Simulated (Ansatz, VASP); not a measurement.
# One calculation of PC2, two programs

```
P C
1.0
    -4.63265    0.00006   -0.01020
    -2.31620    4.07957    0.00099
    -1.78117   -0.01142   -8.11558
P C
4 8
Cartesian
  -6.3165 4.0745 -4.8254
  -3.1103 4.0809 -0.7582
  -7.9366 4.0678 -7.3614
  -4.7291 4.0724 -3.3025
  -4.8061 1.4918 -4.1531
  -1.6002 1.4982 -0.0865
  -7.1308 2.5709 -8.0346
  -3.9229 2.5757 -3.9753
  -4.8144 1.4868 -8.0310
  -6.2392 1.4915 -3.9823
  -2.4898 2.5757 -4.1465
  -3.9166 2.5823 -0.0900
```

Change from the starting cell: cell x2, atoms moved at random (sigma 0.15 Å) and cell strained at random (1.5 %), then relaxed without symmetry.

Alike in both runs: functional PBE; k mesh 6 × 6 × 4; occupations gaussian, width 0.2 eV; no spin polarisation.

Ansatz relaxed the structure, and its values are those at the end. VASP's run is a single point on that final structure, the one shown.

```csv
,VASP,Ansatz
version,VASP 6.6.1,Ansatz 0.2.0
potentials or method,"VASP PAW PBE potentials, release 64 (P, C), cutoff 520 eV","scalar-relativistic, plane waves, PAW"
valence electrons in the cell,52,52
```

```tsv
	VASP	Ansatz	Ansatz less VASP
gap on the k mesh at the Fermi level (eV)	none	none	-
pressure (GPa)	-0.1	0.0	+0.10
rms of the force components (eV/Å)	0.034	0.006	-0.0278
```

A gap of «none» marks a metal or a gap that the smearing closes. The functional is the same, so the differences come from potentials, cutoffs and numerics.
